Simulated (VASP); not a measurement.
Write the native input for VASP 6.6.1 that does the following.

| Quantity | Value |
| --- | --- |
| Task | single point |
| Functional | PBE |
| Potentials or basis | VASP PAW PBE potentials, release 64 (Li_sv, O) |
| Cutoff | 750 eV |
| k mesh | 8 × 8 × 8 |
| Occupations | gaussian, width 0.05 eV |
| Spin | no spin polarisation |
| Dipole correction | no |
| Further INCAR settings | ALGO = Normal; EDIFF = 1e-06; NBANDS = 13 |

The structure of Li2O lies in POSCAR:

```
Li2O
1.0
    0.0000000000      2.3095000000      2.2402150000
    2.3095000000      0.0000000000      2.2402150000
    2.3095000000      2.3095000000      0.0000000000
Li O
2 1
Direct
    0.2500000000      0.2500000000      0.2500000000
    0.7500000000      0.7500000000      0.7500000000
    0.0000000000      0.0000000000      0.0000000000
```

This cell differs from its parent crystal: strain +0.000 along x and y, -0.030 along z.

These files were run (other wordings do the same):

INCAR

```
PREC = Accurate ; ENCUT = 750
EDIFF = 1E-6 ; ISMEAR = 0
SIGMA = 0.05 ; LREAL = F
LASPH = T ; NELM = 120
ALGO = Normal ; ISIF = 2
LWAVE = F ; LCHARG = F
GGA = PE ; NBANDS = 13
GGA_COMPAT = F
```

KPOINTS

```
Automatic mesh
0
Gamma
  8 8 8
```

Potentials or basis: VASP PAW PBE potentials, release 64 (Li_sv, O).

The run is started by

```sh
$ cat potpaw_PBE.64/Li_sv/POTCAR potpaw_PBE.64/O/POTCAR > POTCAR
$ mpirun -np 1 vasp_std > vasp.out
```

Results of the run:

```
Pressure               : 2.7 GPa
Band gap on the k mesh : 4.92 eV, indirect (least direct gap 5.44 eV)
```

Caveat: the cell differs from its parent crystal (strain +0.000 along x and y, -0.030 along z).

It took 22 s on 1 thread of Intel(R) Xeon(R) Platinum 8375C CPU @ 2.90GHz (Ice Lake), on a shared host, peak memory 0.17 GiB.
